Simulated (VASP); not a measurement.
# Al7Ru8 (a cell with a defect) in VASP: further runs, part 2 of 2

VASP 6.6.1.

## 3. Single point, PBE

Contents of INCAR:

```
ALGO = Normal
EDIFF = 1E-6
ENCUT = 520
GGA = PE
ISIF = 2
ISMEAR = -1
LASPH = T
LCHARG = T
LELF = T
LREAL = Auto
LVHAR = T
LWAVE = F
NBANDS = 80
NELM = 100
PREC = Accurate
SIGMA = 0.1
```

Contents of KPOINTS:

```
k-points
0
Gamma
  2 2 2
```

Contents of POSCAR:

```
Al7Ru8
1.0
    6.0171100000      0.0000000000      0.0000000000
    0.0000000000      6.0171100000      0.0000000000
    0.0000000000      0.0000000000      6.0171100000
Ru Al
8 7
Direct
    0.2473152394      0.2486120413      0.2470566435
    0.2473173999      0.2485778056      0.7524439473
    0.2472944653      0.7539735853      0.2470485000
    0.2472901443      0.7540189559      0.7524833350
    0.7527105205      0.2486000755      0.2470740937
    0.7527165034      0.2485623497      0.7524638905
    0.7527402690      0.7540033338      0.2470184191
    0.7527259764      0.7540152997      0.7524909799
    0.0000139602      0.0012948076      0.4997281087
    0.0000108025      0.5012130408     -0.0002567678
   -0.0000041548      0.5013095988      0.4997794622
    0.4999830483      0.0012997934     -0.0002268531
    0.5000078111      0.0012407950      0.4997315987
    0.5000226022      0.5012859994     -0.0002727223
    0.5000325738      0.5013157479      0.4997648373
```

Potentials or basis: VASP PAW PBE potentials, release 64 (Ru_pv, Al).

Started as:

```sh
$ cat potpaw_PBE.64/Ru_pv/POTCAR potpaw_PBE.64/Al/POTCAR > POTCAR
$ mpirun -np 1 vasp_std > vasp.out
```

OUTCAR:

```text
EDIFF = 1E-6
   ENCUT = 520
   GGA = PE
   ISIF = 2
   ISMEAR = -1
   LASPH = T
   LREAL = Auto
   NELM = 100
   PREC = Accurate

 ion  position               nearest neighbor table
   1  0.247  0.249  0.247-  10 2.60  12 2.60   9 2.60  14 2.62  13 2.62  11 2.62  15 2.63   5 2.98
                             2 2.98   3 2.98   3 3.04   2 3.04   5 3.04
   2  0.247  0.249  0.752-  10 2.60  12 2.60   9 2.60  14 2.61  11 2.62  13 2.62  15 2.63   4 2.98
                             6 2.98   1 2.98   1 3.04   6 3.04   4 3.04
   3  0.247  0.754  0.247-   9 2.60  12 2.60  10 2.60  13 2.61  11 2.61  14 2.62  15 2.63   7 2.98
                             4 2.98   1 2.98   1 3.04   4 3.04   7 3.04
   4  0.247  0.754  0.752-  12 2.60   9 2.60  10 2.60  13 2.61  11 2.62  14 2.62  15 2.63   2 2.98
                             8 2.98   3 2.98   3 3.04   8 3.04   2 3.04
   5  0.753  0.249  0.247-  10 2.60   9 2.60  12 2.60  11 2.62  13 2.62  14 2.62  15 2.63   7 2.98
                             1 2.98   6 2.98   6 3.04   1 3.04   7 3.04
   6  0.753  0.249  0.752-  10 2.60   9 2.60  12 2.60  14 2.61  11 2.62  13 2.62  15 2.63   8 2.98
                             2 2.98   5 2.98   5 3.04   2 3.04   8 3.04
   7  0.753  0.754  0.247-   9 2.60  12 2.60  10 2.60  13 2.61  11 2.62  14 2.62  15 2.63   8 2.98
                             3 2.98   5 2.98   5 3.04   3 3.04   8 3.04
   8  0.753  0.754  0.752-  12 2.60   9 2.60  10 2.60  14 2.61  11 2.61  13 2.62  15 2.63   7 2.98
                             6 2.98   4 2.98   4 3.04   6 3.04   7 3.04
   9  0.000  0.001  0.500-   5 2.60   7 2.60   3 2.60   1 2.60   6 2.60   2 2.60   4 2.60   8 2.60
                            11 3.01  13 3.01  13 3.01  11 3.01
  10  0.000  0.501  1.000-   1 2.60   6 2.60   2 2.60   5 2.60   7 2.60   8 2.60   4 2.60   3 2.60
                            11 3.01  14 3.01  14 3.01  11 3.01
  11  1.000  0.501  0.500-   8 2.61   3 2.61   5 2.62   4 2.62   7 2.62   6 2.62   2 2.62   1 2.62
                            15 3.01  10 3.01   9 3.01   9 3.01  10 3.01  15 3.01
  12  0.500  0.001  1.000-   1 2.60   4 2.60   2 2.60   3 2.60   7 2.60   6 2.60   8 2.60   5 2.60
                            13 3.01  14 3.01  14 3.01  13 3.01
  13  0.500  0.001  0.500-   3 2.61   7 2.61   4 2.61   8 2.62   5 2.62   1 2.62   2 2.62   6 2.62
                            15 3.01  12 3.01   9 3.01   9 3.01  12 3.01  15 3.01
  14  0.500  0.501  1.000-   8 2.61   6 2.61   2 2.61   1 2.62   4 2.62   5 2.62   7 2.62   3 2.62
                            15 3.01  12 3.01  10 3.01  10 3.01  12 3.01  15 3.01
  15  0.500  0.501  0.500-   5 2.63   3 2.63   8 2.63   1 2.63   2 2.63   6 2.63   7 2.63   4 2.63
                            13 3.01  14 3.01  11 3.01  11 3.01  14 3.01  13 3.01

  LATTYP: Found a simple cubic cell.
 ALAT       =     6.0171100000

  Lattice vectors:

 A1 = (   6.0171100000,   0.0000000000,   0.0000000000)
 A2 = (   0.0000000000,   6.0171100000,   0.0000000000)
 A3 = (   0.0000000000,   0.0000000000,   6.0171100000)

Analysis of symmetry for initial positions (statically):
=====================================================================
 Subroutine PRICEL returns:
 Original cell was already a primitive cell.

 Routine SETGRP: Setting up the symmetry group for a
 simple cubic supercell.

 Subroutine GETGRP returns: Found  1 space group operations
 (whereof  1 operations were pure point group operations)
 out of a pool of 48 trial point group operations.

The static configuration has the point symmetry C_1 .

Analysis of symmetry for dynamics (positions and initial velocities):
=====================================================================
 Subroutine PRICEL returns:
 Original cell was already a primitive cell.

[... 111 lines left out ...]
   LNONCOLLINEAR =      F non collinear calculations
   LSORBIT =      F    spin-orbit coupling
   LASPH  =      T    aspherical Exc in radial PAW
   ENCUT  =  520.0 eV  38.22 Ry    6.18 a.u.  11.19 11.19 11.19*2*pi/ulx,y,z
   NELM   =    100;   NELMIN=  2; NELMDL= -5     # of ELM steps
   EDIFF  = 0.1E-05   stopping-criterion for ELM
   LREAL  =      T    real-space projection
   EDIFFG = 0.1E-04   stopping-criterion for IOM
   NSW    =      0    number of steps for IOM
   IBRION =     -1    ionic relax: 0-MD 1-quasi-New 2-CG
   NFREE  =      0    steps in history (QN), initial steepest desc. (CG)
   ISIF   =      2    stress and relaxation
   ISYM   =      2    0-nonsym 1-usesym 2-fastsym
   POTIM  = 0.5000    time-step for ionic-motion
   TEBEG  =    0.0;   TEEND  =   0.0 temperature during run
   PSTRESS=    0.0 pullay stress
   NELECT =     133.0000    total number of electrons
   NUPDOWN=      -1.0000    fix difference up-down
   EMIN   =  10.00;   EMAX   =-10.00  energy-range for DOS
   EFERMI =   0.00;   METHOD = LEGACY
   ISMEAR =    -1;   SIGMA  =   0.10  broadening in eV -4-tet -1-fermi 0-gaus
   EFERMI_NEDOS =   21; number of points for ismear=-14 and -15
   IALGO  =     38    algorithm
   IMIX   =      4    mixing-type and parameters
     AMIX     =   0.40;   BMIX     =  1.00
     AMIX_MAG =   1.60;   BMIX_MAG =  1.00
  volume/ion in A,a.u.               =      14.52        98.01
  Fermi-wavevector in a.u.,A,eV,Ry     =   1.388793  2.624438 26.242171  1.928745
  Thomas-Fermi vector in A             =   2.512885
   LORBIT       =      0    0 simple, 1 ext, 2 COOP (PROOUT), +10 PAW based schemes
   GGA     = PE    functional components
   LHFCALC =     F    Hartree Fock is set to
   AEXX    =    0.0000 exact exchange contribution
   IVDW    =     0    specifies the selected vdW correction
   LEPSILON=     F    determine dielectric tensor
   LRPA    =     F    only Hartree local field effects (RPA)
 non-spin polarized calculation
  energy-cutoff  :      520.00
  volume of cell :      217.85
 maximum number of plane-waves:      5904
 NGX is ok and might be reduce to    48
   NGX = 23   NGY = 23   NGZ = 23

 number of electron     133.0000003 magnetization

 Free energy of the ion-electron system (eV)
  ---------------------------------------------------
  ext. energy  EPLUGINS =         0.00000000
  ---------------------------------------------------
  free energy    TOTEN  =      -108.17659575 eV

  energy without entropy =     -107.90099155  energy(sigma->0) =     -108.03879365

 E-fermi :   9.5751     XC(G=0): -12.1999

 val. band max:        9.4569308361   @ k =   0.0000   0.5000   0.0000
 cond. band min:       9.7305758070   @ k =   0.0000   0.0000   0.0000
 fundamental gap:      0.2736449709
 Fermi energy:         9.5751047932

 k-point     1 :       0.0000    0.0000    0.0000
  band No.  band energies     occupation
      1     -32.3907      2.00000
      2     -32.3907      2.00000
      3     -32.3665      2.00000
      4     -32.3665      2.00000
      5     -32.3664      2.00000
      6     -32.3277      2.00000
[... 637 lines left out ...]
     77      14.9457      0.00000
     78      14.9802      0.00000
 [bands above 78 left out]

------------------------ aborting loop because EDIFF is reached ----------------------------------------

  FORCE on cell =-STRESS in cart. coord.  units (eV):
  Direction    XX          YY          ZZ          XY          YZ          ZX
  --------------------------------------------------------------------------------------
  -------------------------------------------------------------------------------------
  Total      -10.2422995    -10.2267535    -10.2435439      0.0002934     -0.0057059      0.0001111
  in kB      -75.3258774    -75.2115464    -75.3350292      0.0021576     -0.0419636      0.0008174
  external PRESSURE =     -75.2908177 kB  Pullay stress =       0.0000000 kB

 VOLUME and BASIS-vectors are now :
 -----------------------------------------------------------------------------
  energy-cutoff  :      520.00
  volume of cell :      217.85
      direct lattice vectors                 reciprocal lattice vectors
     6.017110000  0.000000000  0.000000000     0.166192740  0.000000000  0.000000000
     0.000000000  6.017110000  0.000000000     0.000000000  0.166192740  0.000000000
     0.000000000  0.000000000  6.017110000     0.000000000  0.000000000  0.166192740

 POSITION                                       TOTAL-FORCE (eV/Angst)
 -----------------------------------------------------------------------------------
      1.48812      1.49593      1.48657        -0.000674     -0.002011      0.000392
      1.48814      1.49572      4.52754        -0.000331     -0.000945      0.001214
      1.48800      4.53674      1.48652        -0.001006      0.001046     -0.001454
      1.48797      4.53701      4.52777        -0.000257     -0.001621      0.000838
      4.52914      1.49585      1.48667         0.000332     -0.001696     -0.001527
      4.52918      1.49563      4.52766        -0.000342     -0.001075      0.000348
      4.52932      4.53692      1.48634         0.000575      0.000174      0.000388
      4.52923      4.53699      4.52782         0.000634     -0.000220      0.000392
      0.00008      0.00779      3.00692         0.000227      0.000455      0.000718
      0.00006      3.01585      6.01556        -0.000061      0.003129     -0.000766
      6.01709      3.01644      3.00723         0.000252     -0.000357     -0.000465
      3.00845      0.00782      6.01574         0.000951      0.000610     -0.000945
      3.00860      0.00747      3.00694         0.000170      0.002028      0.000687
      3.00869      3.01629      6.01547        -0.000176      0.000518      0.000028
      3.00875      3.01647      3.00714        -0.000295     -0.000035      0.000152
 -----------------------------------------------------------------------------------
    total drift:                                0.000650      0.022449     -0.005326

  FREE ENERGIE OF THE ION-ELECTRON SYSTEM (eV)
  ---------------------------------------------------
  free  energy   TOTEN  =      -108.1765957454 eV

  energy  without entropy=     -107.9009915509  energy(sigma->0) =     -108.03879365
```

Wall time 2.5 min (1 thread of Intel Xeon 6975P-C (Granite Rapids), shared host); peak memory 0.36 GiB.

What came out:

```yaml
Free_energy: -108.1766 eV
Pressure: -7.5 GPa
Largest_force: 0.003 eV/Å
Band_gap_on_the_k_mesh: zero (an odd number of electrons rules out a gap without spin polarisation)
```

Forces in eV/Å, atoms in the order of the input:
```
Ru  -0.001 -0.002  0.000
Ru   0.000 -0.001  0.001
Ru  -0.001  0.001 -0.001
Ru   0.000 -0.002  0.001
Ru   0.000 -0.002 -0.002
Ru   0.000 -0.001  0.000
Ru   0.001  0.000  0.000
Ru   0.001  0.000  0.000
Al   0.000  0.000  0.001
Al   0.000  0.003 -0.001
Al   0.000  0.000  0.000
Al   0.001  0.001 -0.001
Al   0.000  0.002  0.001
Al   0.000  0.001  0.000
Al   0.000  0.000  0.000
```

Caveat: the k points lie up to 0.52 Å⁻¹ apart, too coarse for converged energies and pressures of a metal.

The gap in the log of VASP goes by the Fermi energy; the results here count the filled bands.